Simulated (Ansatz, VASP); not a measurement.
## Two plane-wave programs on InW4

```
CELL_PARAMETERS angstrom
4.79968 0.00000 0.00000
0.00000 4.79968 0.00000
0.00000 0.00000 4.79968
ATOMIC_POSITIONS crystal
In 0.00000 0.00000 0.00000
W 0.00000 0.50000 0.50000
W 0.50000 0.00000 0.50000
W 0.50000 0.50000 0.00000
W 0.50000 0.50000 0.50000
```

Alike in both runs: functional PBE; k mesh 8 × 8 × 8; occupations gaussian, width 0.1 eV; no spin polarisation.

Ansatz relaxed the structure, and its values are those at the end. VASP's run is a single point on that final structure, the one shown.

```csv
,VASP,Ansatz
version,VASP 6.6.1,Ansatz 0.2.0
potentials or method,"VASP PAW PBE potentials, release 64 (In_d, W_sv), cutoff 520 eV","scalar-relativistic, plane waves, PAW"
valence electrons in the cell,69,69
```

Ansatz gave:

```
gap on the k mesh at the Fermi level (eV) : none
pressure (GPa)                            : 0.0
```

What did VASP give for the same quantities?

gap on the k mesh at the Fermi level (eV): none; pressure (GPa): 0.8.

A gap of «none» marks a metal or a gap that the smearing closes.

Neither program's run includes spin-orbit coupling.
